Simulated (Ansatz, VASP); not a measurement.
Two plane-wave programs on AgCl

```
CELL_PARAMETERS angstrom
3.39044 0.06093 0.06093
0.06093 3.39044 0.06093
0.06093 0.06093 3.39044
ATOMIC_POSITIONS crystal
Ag 0.00000 0.00000 0.00000
Cl 0.50000 0.50000 0.50000
```

Alike in both runs: task single point; functional PBEsol; k mesh 12 × 12 × 12; occupations gaussian, width 0.05 eV; no spin polarisation.

|  | VASP | Ansatz |
| --- | --- | --- |
| version | VASP 6.6.1 | Ansatz 0.2.0 |
| potentials or method | VASP PAW PBE potentials, release 64 (Ag, Cl), cutoff 520 eV | scalar-relativistic, plane waves, PAW |
| valence electrons in the cell | 18 | 26 |

|  | VASP | Ansatz | Ansatz less VASP |
| --- | --- | --- | --- |
| gap on the k mesh at the Fermi level (eV) | 0.33 | 0.33 | -0.001 |
| least direct gap on the mesh (eV) | 1.94 | 1.94 | -0.002 |
| pressure (GPa) | -2.9 | -2.8 | +0.11 |
| traceless stress, the component that is largest in VASP (GPa) | 0.49 | 0.49 | -0.003 |

VASP's potentials were made for PBE, not for PBEsol. With one functional, cell and mesh, what is left measures potentials, basis and numerics. VASP's potentials hold 18 valence electrons a cell and Ansatz's 26, so a difference there can come from the potentials and not from the codes.
